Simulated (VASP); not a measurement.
Here is a VASP 6.6.1 calculation.

File INCAR:

```
SYSTEM = MgO
ALGO     = Normal         ! electronic algorithm
EDIFF    = 1E-7           ! SCF threshold, eV
ENCUT    = 520            ! plane-wave cutoff, eV
GGA      = PE             ! functional
ISIF     = 2              ! what is computed and relaxed
ISMEAR   = 0              ! smearing method
LASPH    = .True.         ! aspherical terms in the spheres
LCHARG   = .False.        ! write CHGCAR
LREAL    = .False.        ! projectors in reciprocal space
LWAVE    = .False.        ! write WAVECAR
NBANDS   = 11             ! bands
NELM     = 80             ! most SCF steps
PREC     = Accurate       ! precision mode
SIGMA    = 0.05           ! smearing width, eV
```

Contents of KPOINTS:

```
k-points
0
Gamma
  9 9 8
  0 0 0
```

The input POSCAR:

```
MgO
1.0
    2.9380209034      0.0000000000      0.0000000000
   -1.4690104517      2.5444007392      0.0000000000
    0.0000000000      0.0000000000      2.6796800000
Mg O
1 1
Direct
   -0.1452661275      0.1179059554      0.0000000000
    0.3333333333      0.6666666667      0.5000000000
```

Potentials or basis: VASP PAW PBE potentials, release 64 (Mg, O).

Run with:

```console
$ cat potpaw_PBE.64/Mg/POTCAR potpaw_PBE.64/O/POTCAR > POTCAR
$ mpirun -np 1 vasp_std > vasp.out
```

Question: What does it give for the largest force?

Answer: 0.581 eV/Å.

Question: Estimate the band gap on the k mesh.

Answer: 2.31 eV, indirect (least direct gap 2.81 eV).

Question: What does it give for the pressure?

Answer: 10.9 GPa.

Stress tensor (GPa, compression positive):
```
10.41 -1.24  0.00
-1.24  8.04  0.00
 0.00  0.00 14.27
```

Caveat: the cell differs from its parent crystal (atom 1 (Mg) moved by (-0.600, +0.300) A along x and y). A k mesh can miss the band edges.
